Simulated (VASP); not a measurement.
Input of a VASP 6.6.1 run:

INCAR

```
SYSTEM = GaAs
PREC = Accurate ; ENCUT = 600
EDIFF = 1E-6 ; ISMEAR = 0
SIGMA = 0.1 ; LREAL = .False.
LASPH = .True. ; NELM = 80
ALGO = Normal ; ISIF = 3
LWAVE = .False. ; LCHARG = .False.
GGA = PE ; IBRION = 2
NSW = 90 ; EDIFFG = -0.04
```

The input KPOINTS:

```
Automatic mesh
0
Gamma
  6 6 4
  0 0 0
```

POSCAR

```
GaAs
1.0
    3.3363401468      0.0000000000      0.0000000000
    0.0000000000      3.3363401468      0.0000000000
    0.0000000000      0.0000000000      4.3729886924
Ga As
1 1
Direct
    0.5000000000      0.5000000000      0.5000000000
    0.0000000000      0.0000000000      0.0000000000
```

Potentials or basis: VASP PAW PBE potentials, release 64 (Ga_d, As).

Launch:

```sh
$ cat potpaw_PBE.64/Ga_d/POTCAR potpaw_PBE.64/As/POTCAR > POTCAR
$ mpirun -np 1 vasp_std > vasp.out
```

Problem. Predict the space group after relaxing (to 0.05 Å).

Solution. P4/mmm (No. 123).

Problem. Predict the relaxed cell.

Solution. a = 3.203 Å, b = 3.203 Å, c = 3.814 Å, α = 90.00°, β = 90.00°, γ = 90.00°.

Problem. Predict the band gap on the k mesh.

Solution. Zero (band 9 reaches 7.45 eV, above the bottom of band 10 at 3.87 eV).

The path:
```
step  energy change (eV)  largest force (eV/Å)  pressure (GPa)  volume (Å³)
   1              0.0000                0.0000           -7.50        48.68
   2             -0.2641                0.0000           -2.71        41.09
   3             -0.2839                0.0000           -0.41        39.14
   4             -0.2842                0.0000            0.05        38.84
   5             -0.2991                0.0000            0.38        38.54
   6             -0.3077                0.0000            2.30        37.57
   7             -0.3118                0.0000            1.51        37.87
   8             -0.3175                0.0000           -0.26        39.13
```

Caveat: the volume moved by over 15 % at a fixed basis, so the end points are rough.
